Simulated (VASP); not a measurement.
# Al3GaN4 (Pm) in VASP: a series of runs, part 2 of 2

VASP 6.6.1. Earlier steps stand in the parts before.

**4. Single point, r2SCAN (the part above a cut slid along it)**

Contents of POSCAR:

```
Al3GaN4
1.0
   -5.0380822009      0.0000000000     -0.0000609628
    0.0000000000     -3.1249488261      0.0000000000
   -1.5180061450      0.0000000000     10.8207676723
Al Ga N
6 2 8
Direct
    0.2872950769      0.5000000000      0.7082775373
    0.4372950769      0.5000000000      0.2082775373
    0.9867013388      0.5000000000      0.0421009685
    0.8367013388      0.5000000000      0.5421009685
    0.7618540046      1.0000000000      0.7904722320
    0.9118540046      1.0000000000      0.2904722320
    0.2131796429      1.0000000000      0.9577522322
    0.3631796429      1.0000000000      0.4577522322
    0.6019504694      1.0000000000      0.9578085062
    0.7519504694      1.0000000000      0.4578085062
    0.6648595667      0.5000000000      0.7082161458
    0.8148595667      0.5000000000      0.2082161458
    0.3610892497      0.5000000000      0.0449905032
    0.2110892497      0.5000000000      0.5449905032
    0.1403115009      1.0000000000      0.7875823748
    0.2903115009      1.0000000000      0.2875823748
```

Contents of INCAR.step1:

```
PREC     = Accurate       # precision mode
ENCUT    = 520            # plane-wave cutoff, eV
ISMEAR   = 0              # smearing method
SIGMA    = 0.05           # smearing width, eV
LREAL    = Auto         
LASPH    = T              # aspherical terms in the spheres
NELM     = 60             # most SCF steps
NBANDS   = 56             # bands
GGA      = PE             # functional
ALGO     = Normal         # electronic algorithm
EDIFF    = 1E-4           # SCF threshold, eV
LWAVE    = T              # write WAVECAR
LCHARG   = F              # write CHGCAR
```

Contents of INCAR.step2:

```
PREC     = Accurate       # precision mode
ENCUT    = 520            # plane-wave cutoff, eV
EDIFF    = 1E-6           # SCF threshold, eV
ISMEAR   = 0              # smearing method
SIGMA    = 0.05           # smearing width, eV
LREAL    = Auto         
LASPH    = T              # aspherical terms in the spheres
NELM     = 60             # most SCF steps
ALGO     = Normal         # electronic algorithm
ISIF     = 2              # what is computed and relaxed
LWAVE    = F              # write WAVECAR
LCHARG   = F              # write CHGCAR
METAGGA  = R2SCAN         # meta-GGA
LMIXTAU  = T            
NBANDS   = 56             # bands
ISTART   = 1
```

Contents of KPOINTS:

```
regular mesh
0
Gamma
  5 7 2
```

Launch:

```bash
$ cat potpaw_PBE.64/Al/POTCAR potpaw_PBE.64/Ga_d/POTCAR potpaw_PBE.64/N/POTCAR > POTCAR
$ cp INCAR.step1 INCAR
$ mpirun -np 1 vasp_std > vasp.out
$ cp INCAR.step2 INCAR
$ mpirun -np 1 vasp_std > vasp.out
```

Run time: 10 min. Hardware: 1 thread of Intel Xeon Platinum 8559C (Emerald Rapids), shared host; peak memory 0.38 GiB.

The run converged. Its results:

```
Free energy            : -147.7777 eV
Pressure               : 9.7 GPa
Largest force          : 9.008 eV/Å
Band gap on the k mesh : 0.08 eV (least direct gap 0.29 eV)
```

Forces on the atoms (eV/Å):
```
Al  -0.235  0.000 -0.097
Al  -0.425  0.000  0.110
Al   6.916  0.000  5.772
Al   0.042  0.000  0.071
Al  -0.015  0.000  0.237
Al   0.026  0.000 -0.107
Ga  -5.351  0.000 -4.385
Ga  -0.056  0.000  0.047
N   -2.199  0.000 -0.100
N   -0.082  0.000 -0.072
N    0.035  0.000 -0.278
N    0.228  0.000  0.061
N    1.239  0.000 -0.252
N    0.079  0.000  0.040
N   -0.241  0.000 -0.830
N    0.041  0.000 -0.217
```

Stress tensor (GPa, compression positive):
```
 6.49  0.00  7.22
 0.00 16.38  0.00
 7.22  0.00  6.15
```

Levels at points of the mesh, in eV from the valence-band top:
```
           k point  band 39  band 40  band 41  band 42  band 43  band 44  band 45  band 46
(0.00, 0.00, 0.00)    -2.23    -2.20    -1.32    -0.34     0.28     2.90     3.28     4.37
(0.00, 0.00, 0.50)    -2.23    -2.20    -1.45    -0.19     0.28     2.65     3.72     4.33
```

Caveat: the cell differs from its parent crystal (the part above a cut slid along it); the stress differs along the axes, from 6 to 16 GPa; semilocal functionals underestimate gaps, and a narrow one can read as zero; the PAW data sets were made with another functional, which shifts forces and pressure a little. A k mesh can miss the band edges.

**5. Single point, r2SCAN (the part above a cut slid along it)**

Contents of POSCAR:

```
Al3GaN4
1.0
   -5.0380822009      0.0000000000     -0.0000609628
    0.0000000000     -3.1249488261      0.0000000000
   -4.0370472454      0.0000000000     10.8207371909
Al Ga N
6 2 8
Direct
   -0.0668436917      0.5000000000      0.7082775373
    0.3331563083      0.5000000000      0.2082775373
    0.9656508545      0.5000000000      0.0421009685
    0.5656508545      0.5000000000      0.5421009685
    0.3666178886      1.0000000000      0.7904722320
    0.7666178886      1.0000000000      0.2904722320
   -0.2656964732      1.0000000000      0.9577522322
    0.1343035268      1.0000000000      0.4577522322
    0.1230462163      1.0000000000      0.9578085062
    0.5230462163      1.0000000000      0.4578085062
    0.3107514938      0.5000000000      0.7082161458
    0.7107514938      0.5000000000      0.2082161458
    0.3385939981      0.5000000000      0.0449905032
   -0.0614060019      0.5000000000      0.5449905032
   -0.2534796865      1.0000000000      0.7875823748
    0.1465203135      1.0000000000      0.2875823748
```

Contents of INCAR.step1:

```
SYSTEM = Al3GaN4
ALGO = Normal ; EDIFF = 1E-4
ENCUT = 520 ; GGA = PE
ISMEAR = 0 ; LASPH = .True.
LCHARG = .False. ; LREAL = Auto
LWAVE = .True. ; NBANDS = 56
NELM = 80 ; PREC = Accurate
SIGMA = 0.05
```

Contents of INCAR.step2:

```
SYSTEM = Al3GaN4
ALGO = Normal ; EDIFF = 1E-6
ENCUT = 520 ; ISIF = 2
ISMEAR = 0 ; ISTART = 1
LASPH = .True. ; LCHARG = .False.
LMIXTAU = .True. ; LREAL = Auto
LWAVE = .False. ; METAGGA = R2SCAN
NBANDS = 56 ; NELM = 80
PREC = Accurate ; SIGMA = 0.05
```

Contents of KPOINTS:

```
k-points
0
Gamma
  5 7 2
  0 0 0
```

Launch:

```bash
$ cat potpaw_PBE.64/Al/POTCAR potpaw_PBE.64/Ga_d/POTCAR potpaw_PBE.64/N/POTCAR > POTCAR
$ cp INCAR.step1 INCAR
$ mpirun -np 1 vasp_std > vasp.out
$ cp INCAR.step2 INCAR
$ mpirun -np 1 vasp_std > vasp.out
```

Wall time 40 min (1 thread of Oxide Virtual Turin-like, shared host); peak memory 0.36 GiB.

The run converged. Its results:

| Item | Value |
| --- | --- |
| Free energy | -152.5916 eV |
| Pressure | 3.7 GPa |
| Largest force | 6.697 eV/Å |
| Band gap on the k mesh | 0.25 eV (least direct gap 0.32 eV) |

Forces on the atoms (eV/Å):
```
Al   0.077  0.000 -0.030
Al   0.312  0.000 -0.852
Al  -4.781  0.000  1.889
Al  -0.078  0.000 -0.059
Al  -0.357  0.000 -0.233
Al  -0.377  0.000  0.071
Ga   6.554  0.000 -1.374
Ga   0.114  0.000 -0.122
N    3.947  0.000 -0.015
N   -0.045  0.000 -0.020
N   -0.008  0.000  0.141
N   -0.241  0.000 -0.188
N   -5.430  0.000  0.285
N    0.042  0.000  0.212
N    0.241  0.000 -0.143
N    0.031  0.000  0.437
```

Stress tensor (GPa, compression positive):
```
 1.75  0.00 -9.26
 0.00  8.36  0.00
-9.26  0.00  0.99
```

Levels at points of the mesh, in eV from the valence-band top:
| k point | band 40 | band 41 | band 42 | band 43 | band 44 | band 45 |
| --- | --- | --- | --- | --- | --- | --- |
| (0.00, 0.00, 0.00) | -2.25 | -1.42 | 0.00 | 0.32 | 2.90 | 3.69 |
| (0.00, 0.00, 0.50) | -2.25 | -1.63 | 0.00 | 0.49 | 2.75 | 4.06 |

Caveat: the cell differs from its parent crystal (the part above a cut slid along it); the stress differs along the axes, from 1 to 8 GPa; semilocal functionals underestimate gaps, and a narrow one can read as zero; the PAW data sets were made with another functional, which shifts forces and pressure a little. A k mesh can miss the band edges.

**6. Summary**

| cell | gap on the mesh (eV) | pressure (GPa) | largest force (eV/Å) |
| --- | --- | --- | --- |
| a = 5.038, b = 3.125, c = 11.549 Å, angles 90.0, 69.5, 90.0°, 16 atoms | 0.25 | 3.7 | 6.70 |
| a = 5.038, b = 3.125, c = 10.833 Å, angles 90.0, 87.3, 90.0°, 16 atoms | 2.93 | 1.1 | 4.40 |
| a = 5.038, b = 3.125, c = 10.927 Å, angles 90.0, 82.0, 90.0°, 16 atoms | 0.08 | 9.7 | 9.01 |

Alike in all rows: task single point; level r2SCAN; potentials or basis VASP PAW PBE potentials, release 64 (Al, Ga_d, N); no spin polarisation; k mesh 5 × 7 × 2; cutoff (eV) 520; smearing gaussian 0.05 eV.

Caveats: the PAW data sets were made with another functional, which shifts forces and pressure a little; semilocal functionals underestimate gaps, and a narrow one can read as zero (at least some runs); the stress differs along the axes, from 1 to 8 GPa (at least some runs); the stress differs along the axes, from 6 to 16 GPa (at least some runs).

Absolute energies hang on the potentials; compare differences alone.
